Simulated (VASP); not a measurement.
A run of VASP 6.6.1 is set up as follows.

INCAR

```
SYSTEM = Na
ALGO = Normal
EDIFF = 1E-6
ENCUT = 520
GGA = PE
ISIF = 2
ISMEAR = -1
LASPH = .True.
LCHARG = .True.
LELF = .True.
LREAL = .False.
LVHAR = .True.
LWAVE = .False.
NBANDS = 14
NELM = 100
PREC = Accurate
SIGMA = 0.05
```

The input KPOINTS:

```
k-points
0
Gamma
  13 13 7
  0 0 0
```

The input POSCAR:

```
Na
1.0
    3.7670009976      0.0000000000      0.0000000000
   -1.8835004988      3.2623185600      0.0000000000
    0.0000000000      0.0000000000      6.0924600000
Na
2
Direct
    0.3333333333      0.6666666667      0.2500000000
    0.6666666667      0.3333333333      0.7500000000
```

Potentials or basis: VASP PAW PBE potentials, release 64 (Na_pv).

Command:

```sh
$ cat potpaw_PBE.64/Na_pv/POTCAR > POTCAR
$ mpirun -np 1 vasp_std > vasp.out
```

(1) Predict the band gap on the k mesh.

(2) What does it give for the pressure?

Results:

(1) zero (band 7 reaches 1.72 eV, above the bottom of band 8 at -1.61 eV).

(2) -0.1 GPa.

Caveat: the cell differs from its parent crystal (zz strain of -1 %).
